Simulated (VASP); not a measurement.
The system is AgI3.

```
Ag I
1.0
     7.54298    0.00000    0.00000
    -3.77149    6.53241    0.00000
     0.00000    0.00000    6.05440
Ag I
2 6
Cartesian
  0.0000 4.3549 1.5136
  3.7715 2.1775 4.5408
  3.7715 4.3506 1.5136
  -1.8820 5.4415 4.5408
  1.8895 1.0909 1.5136
  0.0000 2.1818 4.5408
  5.6535 1.0909 1.5136
  1.8820 5.4415 4.5408
```

* Program: VASP 6.6.1
* Task: relaxation of cell and atoms
* Functional: PBE
* Potentials or basis: VASP PAW PBE potentials, release 64 (Ag, I)
* Cutoff: 500 eV
* k mesh: 6 × 6 × 6
* Occupations: gaussian, width 0.1 eV
* Spin: no spin polarisation

At the start: pressure -1.7 GPa; volume 37.29 Å³/atom.

Task: Where does the relaxation end?

Result: Over 33 steps the energy falls by 344.9 meV/atom and the volume is 40.34 Å³/atom (+8.2 %); space group P6_3/mmc (No. 194, to 0.1 Å) before and after.

Step by step:
```tsv
step	energy change (eV)	largest force (eV/Å)	pressure (GPa)	volume (Å³)
1	0.0000	0.3578	-1.68	298.32
2	-0.1721	0.3444	-0.86	281.76
3	-0.2386	0.3015	0.29	266.20
4	-0.2958	0.2162	0.28	265.81
5	-0.4717	0.0524	0.42	264.41
6	-0.7442	0.5922	1.62	260.63
7	0.2637	3.0092	9.85	248.88
8	-0.7258	0.7897	2.18	259.74
9	-0.7349	0.7985	2.20	259.82
10	-0.7622	0.8254	2.27	260.05
11	-0.8161	0.8807	2.43	260.46
12	-0.9183	1.0016	2.80	261.19
13	-1.0681	1.3187	3.82	262.15
14	-0.7798	2.4035	7.39	262.07
15	-1.0586	1.5442	4.51	262.37
16	-1.2822	1.5368	4.36	266.44
17	-1.6899	1.6539	4.50	277.45
18	-0.9289	2.4023	8.08	293.38
19	-1.5461	1.9954	5.70	285.62
20	-2.0327	1.4574	3.71	298.81
21	-2.5649	0.5378	0.53	330.33
22	-2.6039	0.3309	-0.11	340.15
23	-2.6078	0.2542	-0.34	344.22
24	-2.6202	0.2519	-0.30	342.80
25	-2.6532	0.2458	-0.17	338.56
26	-2.7008	0.2367	0.15	330.11
27	-2.7152	0.2357	1.03	313.36
28	-2.7244	0.2313	0.64	319.98
29	-2.7451	0.1432	0.36	321.52
30	-2.7590	0.0033	-0.09	324.32
31	-2.7590	0.0074	-0.07	324.24
32	-2.7592	0.0073	-0.05	323.75
33	-2.7595	0.0071	-0.01	322.72
```

Final structure:
```xyz
8
Lattice="9.8822 0.0000 0.0000 -4.9411 8.5582 0.0000 0.0000 0.0000 3.8158" Properties=species:S:1:pos:R:3 pbc="T T T"
Ag    0.0000    5.7055    0.9539
Ag    4.9411    2.8527    2.8619
I     4.9411    5.0982    0.9539
I    -1.9446    6.8282    2.8619
I     2.9965    1.7300    0.9539
I     0.0000    3.4601    2.8619
I     6.8857    1.7300    0.9539
I     1.9446    6.8282    2.8619
```

Caveat: a cell axis changed by over 15 % at a fixed basis, so the end point is rough; this functional lacks dispersion, which binds layers or chains, so the pressure and a relaxed spacing across them are unreliable.
